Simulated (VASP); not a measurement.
# BN (P6_3/mmc) in VASP: a series of runs, part 2 of 3

VASP 6.6.1. The steps go on from the part before.

## 3. Relaxation of cell and atoms, PBEsol, target pressure 7 GPa, at which the enthalpy is minimised

Input file INCAR:

```
SYSTEM = BN
ALGO = Normal
EDIFF = 1E-7
EDIFFG = -0.002
ENCUT = 600
GGA = PS
IBRION = 2
ISIF = 3
ISMEAR = 0
LASPH = .TRUE.
LCHARG = .FALSE.
LREAL = .FALSE.
LWAVE = .FALSE.
NELM = 100
NSW = 100
PREC = Accurate
PSTRESS = 70.0
SIGMA = 0.01
```

Input file KPOINTS:

```
k-points
0
G
  10 10 4
  0 0 0
```

Input file POSCAR:

```
BN
1.0
    2.5043523884      0.0000000000      0.0000000000
   -1.2521761942      2.1688327884      0.0000000000
    0.0000000000      0.0000000000      7.0159738244
B N
2 2
Direct
    0.3333333333      0.6666666667      0.2500000000
    0.6666666667      0.3333333333      0.7500000000
    0.3333333333      0.6666666667      0.7500000000
    0.6666666667      0.3333333333      0.2500000000
```

Potentials or basis: VASP PAW PBE potentials, release 64 (B, N).

The run is started by

```console
> cat potpaw_PBE.64/B/POTCAR potpaw_PBE.64/N/POTCAR > POTCAR
> mpirun -np 1 vasp_std > vasp.out
```

OUTCAR:

```text
SYSTEM = BN
   EDIFF = 1E-7
   EDIFFG = -0.002
   ENCUT = 600
   GGA = PS
   IBRION = 2
   ISIF = 3
   ISMEAR = 0
   LASPH = .TRUE.
   LREAL = .FALSE.
   NELM = 100
   NSW = 100
   PREC = Accurate
   PSTRESS = 70.0

 ion  position               nearest neighbor table
   1  0.333  0.667  0.250-   4 1.45   4 1.45   4 1.45
   2  0.667  0.333  0.750-   3 1.45   3 1.45   3 1.45
   3  0.333  0.667  0.750-   2 1.45   2 1.45   2 1.45
   4  0.667  0.333  0.250-   1 1.45   1 1.45   1 1.45

  LATTYP: Found a hexagonal cell.
 ALAT       =     2.5043523884
 C/A-ratio  =     2.8015122220

  Lattice vectors:

 A1 = (   2.5043523884,   0.0000000000,   0.0000000000)
 A2 = (  -1.2521761942,   2.1688327884,   0.0000000000)
 A3 = (   0.0000000000,   0.0000000000,   7.0159738244)

Analysis of symmetry for initial positions (statically):
=====================================================================
 Subroutine PRICEL returns:
 Original cell was already a primitive cell.

 Routine SETGRP: Setting up the symmetry group for a
 hexagonal supercell.

 Subroutine GETGRP returns: Found 24 space group operations
 (whereof 12 operations were pure point group operations)
 out of a pool of 24 trial point group operations.

The static configuration has the point symmetry D_3d.
 The point group associated with its full space group is D_6h.

Analysis of symmetry for dynamics (positions and initial velocities):
=====================================================================
 Subroutine PRICEL returns:
 Original cell was already a primitive cell.

 Routine SETGRP: Setting up the symmetry group for a
 hexagonal supercell.

 Subroutine GETGRP returns: Found 24 space group operations
 (whereof 12 operations were pure point group operations)
 out of a pool of 24 trial point group operations.

The dynamic configuration has the point symmetry D_3d.
 The point group associated with its full space group is D_6h.

 Subroutine INISYM returns: Found 24 space group operations
 (whereof 12 operations are pure point group operations),
 and found     1 'primitive' translations

----------------------------------------------------------------------------------------
[... 120 lines left out ...]
  Thomas-Fermi vector in A             =   2.360893
   LORBIT       =      0    0 simple, 1 ext, 2 COOP (PROOUT), +10 PAW based schemes
   GGA     = PS    functional components
   LHFCALC =     F    Hartree Fock is set to
   AEXX    =    0.0000 exact exchange contribution
   IVDW    =     0    specifies the selected vdW correction
   LEPSILON=     F    determine dielectric tensor
   LRPA    =     F    only Hartree local field effects (RPA)
 conjugate gradient relaxation of ions
 non-spin polarized calculation
 Gauss-broadening in eV      SIGMA  =   0.01
  energy-cutoff  :      600.00
  volume of cell :       38.11
 maximum number of plane-waves:      1293
 NGX is ok and might be reduce to    20
   NGX =  9   NGY =  9   NGZ = 29

--------------------------------------- Ionic step        1  -------------------------------------------

 number of electron      16.0000000 magnetization

 Free energy of the ion-electron system (eV)
  ---------------------------------------------------
  ext. energy  EPLUGINS =         0.00000000
  ---------------------------------------------------
  free energy    TOTEN  =       -36.57771849 eV

  energy without entropy =      -36.57771849  energy(sigma->0) =      -36.57771849

 E-fermi :   1.8566     XC(G=0):  -9.9295

 val. band max:        1.7611293491   @ k =   0.3000   0.3000   0.0000
 cond. band min:       6.0184285189   @ k =   0.5000   0.0000   0.0000
 fundamental gap:      4.2572991698
 Fermi energy:         1.8566043331

 k-point     1 :       0.0000    0.0000    0.0000
  band No.  band energies     occupation
      1     -15.9500      2.00000
      2     -15.7529      2.00000
      3      -4.3028      2.00000
      4      -2.6475      2.00000
      5       0.4529      2.00000
      6       0.4529      2.00000
      7       0.4739      2.00000
      8       0.4739      2.00000
      9       6.5274      0.00000
     10      11.2811      0.00000
     11      13.2814      0.00000
     12      13.2845      0.00000
[... 460 lines left out ...]
  energy  without entropy=      -36.5535511217  energy(sigma->0) =      -36.55355112

  enthalpy is  TOTEN    =       -34.9375209146 eV   P V=        1.6160302070

[... ionic steps 4 to 10 ...]

--------------------------------------- Ionic step       11  -------------------------------------------

 number of electron      15.9999998 magnetization

------------------------ aborting loop because EDIFF is reached ----------------------------------------
[... 75 lines left out ...]
--------------------------------------- Ionic step       13  -------------------------------------------

 number of electron      15.9999999 magnetization

 Free energy of the ion-electron system (eV)
  ---------------------------------------------------
  ext. energy  EPLUGINS =         0.00000000
  ---------------------------------------------------
  free energy    TOTEN  =       -36.48705601 eV

  energy without entropy =      -36.48705601  energy(sigma->0) =      -36.48705601

 E-fermi :   3.5223     XC(G=0): -11.1669

 val. band max:        3.4056483303   @ k =   0.3000   0.3000   0.0000
 cond. band min:       7.4321432770   @ k =   0.5000   0.0000   0.0000
 fundamental gap:      4.0264949467
 Fermi energy:         3.5223255698

 k-point     1 :       0.0000    0.0000    0.0000
  band No.  band energies     occupation
      1     -14.7151      2.00000
      2     -13.9761      2.00000
      3      -3.7029      2.00000
      4       0.1186      2.00000
      5       2.0339      2.00000
      6       2.0339      2.00000
      7       2.1558      2.00000
      8       2.1558      2.00000
      9       9.4640      0.00000
     10      14.8621      0.00000
     11      14.8621      0.00000
     12      15.1887      0.00000
[... 380 lines left out ...]
  energy  without entropy=      -36.4870560144  energy(sigma->0) =      -36.48705601

  enthalpy is  TOTEN    =       -35.1114390152 eV   P V=        1.3756169992

 reached required accuracy - stopping structural energy minimisation
```

CONTCAR:

```text
BN
   1.00000000000000
     2.4924925521313992    0.0000000000000000   -0.0000000000000000
    -1.2462462760656996    2.1585618689155543   -0.0000000000000000
     0.0000000000000000   -0.0000000000000000    5.8520995615650646
  B               N
     2     2
Direct
     0.3333333332999970    0.6666666667000030    0.2500000000000000
     0.6666666667000030    0.3333333332999970    0.7500000000000000
     0.3333333332999970    0.6666666667000030    0.7500000000000000
     0.6666666667000030    0.3333333332999970    0.2500000000000000

  0.00000000E+00  0.00000000E+00  0.00000000E+00
  0.00000000E+00  0.00000000E+00  0.00000000E+00
  0.00000000E+00  0.00000000E+00  0.00000000E+00
  0.00000000E+00  0.00000000E+00  0.00000000E+00
```

It took 2.3 min on 1 thread of Intel Xeon 6975P-C, shared host; peak memory 0.16 GiB.

What came out:

- Free energy: -36.4871 eV
- Relaxed volume: 7.87 Å³/atom
- Relaxed cell: a = 2.492 Å, b = 2.492 Å, c = 5.852 Å, α = 90.00°, β = 90.00°, γ = 120.00°
- Space group after relaxing (to 0.05 Å): P6_3/mmc (No. 194)
- Energy change on relaxing (the enthalpy is what falls): +22.7 meV/atom
- Ionic steps: 13
- Pressure after relaxing: 7.0 GPa
- Band gap on the k mesh: 4.03 eV, indirect (least direct gap 4.24 eV)

Step by step:
| step | energy change (eV) | largest force (eV/Å) | pressure (GPa) | volume (Å³) |
| --- | --- | --- | --- | --- |
| 1 | 0.0000 | 0.0000 | 0.12 | 38.11 |
| 2 | 0.0973 | 0.0000 | 15.01 | 35.89 |
| 3 | 0.0242 | 0.0000 | 7.15 | 36.99 |
| 4 | 0.0224 | 0.0000 | 7.14 | 36.01 |
| 5 | 0.0457 | 0.0000 | 7.81 | 33.04 |
| 6 | 0.5216 | 0.0000 | 17.55 | 27.07 |
| 7 | 0.0743 | 0.0000 | 8.44 | 31.96 |
| 8 | 0.1011 | 0.0000 | 9.02 | 31.28 |
| 9 | 0.0839 | 0.0000 | -1.00 | 32.17 |
| 10 | 0.0924 | 0.0000 | 7.01 | 31.45 |
| 11 | 0.0926 | 0.0000 | 7.05 | 31.44 |
| 12 | 0.0919 | 0.0000 | 7.03 | 31.46 |
| 13 | 0.0907 | 0.0000 | 7.02 | 31.49 |

Final structure:
```
B N
1.0
     2.49249    0.00000    0.00000
    -1.24625    2.15856    0.00000
     0.00000    0.00000    5.85210
B N
2 2
Direct
  0.33333 0.66667 0.25000
  0.66667 0.33333 0.75000
  0.33333 0.66667 0.75000
  0.66667 0.33333 0.25000
```

Levels at points of the mesh, in eV from the valence-band top:
```csv
k point,band 4,band 5,band 6,band 7,band 8,band 9,band 10,band 11,band 12
"(0.00, 0.00, 0.00)",-3.29,-1.37,-1.37,-1.25,-1.25,6.06,11.46,11.46,11.78
"(0.50, 0.00, 0.00)",-8.91,-4.27,-4.07,-2.08,-0.21,4.03,6.32,9.73,9.78
"(0.00, 0.00, 0.50)",-5.46,-1.31,-1.31,-1.31,-1.31,9.16,9.16,11.61,11.61
"(0.50, 0.00, 0.50)",-9.03,-4.17,-4.17,-1.02,-1.02,4.58,4.58,10.03,10.03
```

Caveat: the cell is relaxed towards a set pressure, so the enthalpy falls and the energy may rise; the volume moved by over 15 % at a fixed basis, so the end points are rough; the PAW data sets were made with another functional, which shifts forces and pressure a little; this functional lacks dispersion, which binds the layers, so the pressure and a relaxed spacing across them are unreliable.

## 4. Relaxation of cell and atoms, PBEsol, target pressure 10 GPa, at which the enthalpy is minimised

Input file INCAR:

```
SYSTEM = BN
PREC     = Accurate       ! precision mode
ENCUT    = 600            ! plane-wave cutoff, eV
EDIFF    = 1E-6           ! SCF threshold, eV
ISMEAR   = 0              ! smearing method
SIGMA    = 0.01           ! smearing width, eV
LREAL    = .False.        ! projectors in reciprocal space
LASPH    = .True.         ! aspherical terms in the spheres
NELM     = 80             ! most SCF steps
ALGO     = Normal         ! electronic algorithm
ISIF     = 3              ! what is computed and relaxed
LWAVE    = .False.        ! write WAVECAR
LCHARG   = .False.        ! write CHGCAR
GGA      = PS             ! functional
IBRION   = 2              ! ionic algorithm
NSW      = 100            ! ionic steps
EDIFFG   = -0.002         ! ionic threshold
PSTRESS  = 100.0
```

Input file KPOINTS:

```
Automatic mesh
0
Gamma
  10 10 4
  0 0 0
```

POSCAR is that of step 3.

Potentials or basis: VASP PAW PBE potentials, release 64 (B, N).

The run is started by

```console
> cat potpaw_PBE.64/B/POTCAR potpaw_PBE.64/N/POTCAR > POTCAR
> mpirun -np 1 vasp_std > vasp.out
```

OUTCAR:

```text
SYSTEM = BN
   PREC = Accurate
   ENCUT = 600
   EDIFF = 1E-6
   ISMEAR = 0
   LREAL = .False.
   LASPH = .True.
   NELM = 80
   ISIF = 3
   GGA = PS
   IBRION = 2
   NSW = 100
   EDIFFG = -0.002
   PSTRESS = 100.0

 ion  position               nearest neighbor table
   1  0.333  0.667  0.250-   4 1.45   4 1.45   4 1.45
   2  0.667  0.333  0.750-   3 1.45   3 1.45   3 1.45
   3  0.333  0.667  0.750-   2 1.45   2 1.45   2 1.45
   4  0.667  0.333  0.250-   1 1.45   1 1.45   1 1.45

  LATTYP: Found a hexagonal cell.
 ALAT       =     2.5043523884
 C/A-ratio  =     2.8015122220

  Lattice vectors:

 A1 = (   2.5043523884,   0.0000000000,   0.0000000000)
 A2 = (  -1.2521761942,   2.1688327884,   0.0000000000)
 A3 = (   0.0000000000,   0.0000000000,   7.0159738244)

Analysis of symmetry for initial positions (statically):
=====================================================================
 Subroutine PRICEL returns:
 Original cell was already a primitive cell.

 Routine SETGRP: Setting up the symmetry group for a
 hexagonal supercell.

 Subroutine GETGRP returns: Found 24 space group operations
 (whereof 12 operations were pure point group operations)
 out of a pool of 24 trial point group operations.

The static configuration has the point symmetry D_3d.
 The point group associated with its full space group is D_6h.

Analysis of symmetry for dynamics (positions and initial velocities):
=====================================================================
 Subroutine PRICEL returns:
[... 170 lines left out ...]
 fundamental gap:      4.2571807651
 Fermi energy:         1.8563906153

 k-point     1 :       0.0000    0.0000    0.0000
  band No.  band energies     occupation
      1     -15.9502      2.00000
      2     -15.7531      2.00000
      3      -4.3029      2.00000
      4      -2.6476      2.00000
      5       0.4526      2.00000
      6       0.4526      2.00000
      7       0.4737      2.00000
      8       0.4737      2.00000
      9       6.5271      0.00000
     10      11.2807      0.00000
     11      13.2814      0.00000
     12      13.2862      0.00000
[... 460 lines left out ...]
  energy  without entropy=      -36.5312184077  energy(sigma->0) =      -36.53121841

  enthalpy is  TOTEN    =       -34.2484375535 eV   P V=        2.2827808541

[... ionic steps 4 to 10 ...]

--------------------------------------- Ionic step       11  -------------------------------------------

 number of electron      15.9999998 magnetization

------------------------ aborting loop because EDIFF is reached ----------------------------------------
[... 75 lines left out ...]
--------------------------------------- Ionic step       13  -------------------------------------------

 number of electron      15.9999998 magnetization

 Free energy of the ion-electron system (eV)
  ---------------------------------------------------
  ext. energy  EPLUGINS =         0.00000000
  ---------------------------------------------------
  free energy    TOTEN  =       -36.43097298 eV

  energy without entropy =      -36.43097298  energy(sigma->0) =      -36.43097298

 E-fermi :   3.8145     XC(G=0): -11.3774

 val. band max:        3.7608167914   @ k =   0.3000   0.2000   0.0000
 cond. band min:       7.7385224659   @ k =   0.5000   0.0000   0.2500
 fundamental gap:      3.9777056745
 Fermi energy:         3.8145069574

 k-point     1 :       0.0000    0.0000    0.0000
  band No.  band energies     occupation
      1     -14.5139      2.00000
      2     -13.6152      2.00000
      3      -3.6137      2.00000
      4       0.7113      2.00000
      5       2.3439      2.00000
      6       2.3439      2.00000
      7       2.5020      2.00000
      8       2.5020      2.00000
      9      10.1436      0.00000
     10      15.1824      0.00000
     11      15.1824      0.00000
     12      15.7824      0.00000
[... 380 lines left out ...]
  energy  without entropy=      -36.4309729827  energy(sigma->0) =      -36.43097298

  enthalpy is  TOTEN    =       -34.5322262095 eV   P V=        1.8987467732

 reached required accuracy - stopping structural energy minimisation
```

OSZICAR:

```text
N       E                     dE             d eps       ncg     rms          rms(c)
DAV:   1     0.786221619200E+02    0.78622E+02   -0.88536E+03  1008   0.137E+03
DAV:   2    -0.349251593320E+02   -0.11355E+03   -0.10227E+03  1480   0.290E+02
DAV:   3    -0.400173579214E+02   -0.50922E+01   -0.50521E+01  1296   0.668E+01
DAV:   4    -0.400746981009E+02   -0.57340E-01   -0.57298E-01  1236   0.746E+00
[... 105 lines left out ...]
       N       E                     dE             d eps       ncg     rms          rms(c)
DAV:   1    -0.364309803595E+02    0.38189E-03   -0.27035E-04  1016   0.148E-01    0.131E-02
DAV:   2    -0.364309745834E+02    0.57761E-05   -0.83492E-06  1216   0.291E-02    0.590E-03
DAV:   3    -0.364309731016E+02    0.14817E-05   -0.33647E-06  1076   0.163E-02    0.202E-03
DAV:   4    -0.364309729827E+02    0.11896E-06   -0.29582E-07   540   0.587E-03
  13 F= -.34532226E+02 E0= -.34532226E+02  d E =-.102538E-03
```

CONTCAR:

```text
BN
   1.00000000000000
     2.4879086057102557   -0.0000000000000000    0.0000000000000000
    -1.2439543028551279    2.1545920548668747    0.0000000000000000
     0.0000000000000000   -0.0000000000000000    5.6751605844521231
  B               N
     2     2
Direct
     0.3333333332999970    0.6666666667000030    0.2500000000000000
     0.6666666667000030    0.3333333332999970    0.7500000000000000
     0.3333333332999970    0.6666666667000030    0.7500000000000000
     0.6666666667000030    0.3333333332999970    0.2500000000000000

  0.00000000E+00  0.00000000E+00  0.00000000E+00
  0.00000000E+00  0.00000000E+00  0.00000000E+00
  0.00000000E+00  0.00000000E+00  0.00000000E+00
  0.00000000E+00  0.00000000E+00  0.00000000E+00
```

Run time: 1.8 min. Hardware: 1 thread of Intel Xeon 6975P-C, shared host; peak memory 0.17 GiB.

Results:

```
Free energy                                            : -36.4310 eV
Relaxed volume                                         : 7.61 Å³/atom
Relaxed cell                                           : a = 2.488 Å, b = 2.488 Å, c = 5.675 Å, α = 90.00°, β = 90.00°, γ = 120.00°
Space group after relaxing (to 0.05 Å)                 : P6_3/mmc (No. 194)
Energy change on relaxing (the enthalpy is what falls) : +36.7 meV/atom
Ionic steps                                            : 13
Pressure after relaxing                                : 10.0 GPa
Band gap on the k mesh                                 : 3.98 eV, indirect (least direct gap 4.23 eV)
```

Step by step:
| step | energy change (eV) | largest force (eV/Å) | pressure (GPa) | volume (Å³) |
| --- | --- | --- | --- | --- |
| 1 | 0.0000 | 0.0000 | 0.12 | 38.11 |
| 2 | 0.2073 | 0.0000 | 22.79 | 34.96 |
| 3 | 0.0465 | 0.0000 | 10.09 | 36.57 |
| 4 | 0.0431 | 0.0000 | 10.07 | 35.27 |
| 5 | 0.1057 | 0.0000 | 11.58 | 31.32 |
| 6 | 0.2181 | 0.0000 | 13.89 | 29.44 |
| 7 | 0.1567 | 0.0000 | 12.65 | 30.30 |
| 8 | 0.1222 | 0.0000 | 0.09 | 31.33 |
| 9 | 0.1412 | 0.0000 | 9.89 | 30.51 |
| 10 | 0.1415 | 0.0000 | 9.93 | 30.51 |
| 11 | 0.1433 | 0.0000 | 9.98 | 30.48 |
| 12 | 0.1464 | 0.0000 | 10.02 | 30.43 |
| 13 | 0.1467 | 0.0000 | 10.00 | 30.42 |

Final structure:
```
B N
1.0
     2.48791    0.00000    0.00000
    -1.24395    2.15459    0.00000
     0.00000    0.00000    5.67516
B N
2 2
Direct
  0.33333 0.66667 0.25000
  0.66667 0.33333 0.75000
  0.33333 0.66667 0.75000
  0.66667 0.33333 0.25000
```

Caveat: the cell is relaxed towards a set pressure, so the enthalpy falls and the energy may rise; the volume moved by over 15 % at a fixed basis, so the end points are rough; the PAW data sets were made with another functional, which shifts forces and pressure a little; this functional lacks dispersion, which binds the layers, so the pressure and a relaxed spacing across them are unreliable. A k mesh can miss the band edges.

(Continued in part 3 of 3.)
